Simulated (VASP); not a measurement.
The system is Sb.

```xyz
2
Lattice="2.1541 1.2437 3.7580 -2.1541 1.2437 3.7580 0.0000 -2.4873 3.7580" Properties=species:S:1:pos:R:3 pbc="T T T"
Sb    0.0000    0.0000    2.6269
Sb    0.0000    0.0000    8.6472
```

* Program: VASP 6.6.1
* Task: relaxation of cell and atoms
* Functional: PBE
* Potentials or basis: VASP PAW PBE potentials, release 64 (Sb)
* Cutoff: 600 eV
* k mesh: 9 × 9 × 9
* Occupations: fermi-dirac, width 0.1 eV
* Spin: no spin polarisation

At the start: pressure 3.0 GPa; volume 30.20 Å³/atom.

Problem. Where does the relaxation end?

Solution. Over 9 steps the energy falls by 14.1 meV/atom and the volume is 31.79 Å³/atom (+5.3 %); space group R-3m (No. 166, to 0.1 Å) before and after.

Step by step:
```csv
step,energy change (eV),largest force (eV/Å),pressure (GPa),volume (Å³)
1,0.0000,0.2960,2.96,60.41
2,-0.0148,0.2277,-1.69,65.41
3,-0.0279,0.0306,0.03,63.29
4,-0.0278,0.0245,0.08,63.23
5,-0.0279,0.0180,0.07,63.29
6,-0.0281,0.0021,0.05,63.45
7,-0.0281,0.0099,0.04,63.51
8,-0.0281,0.0076,-0.06,63.64
9,-0.0281,0.0007,-0.02,63.58
```

Final structure:
```yaml
crystal:
  lattice:
    - [2.18982, 1.26429, 3.82768]
    - [-2.18982, 1.26429, 3.82768]
    - [0.00000, -2.52858, 3.82768]
  atoms:
    - { symbol: Sb, position: [0.23318, 0.23318, 0.23318] }
    - { symbol: Sb, position: [0.76682, 0.76682, 0.76682] }
```
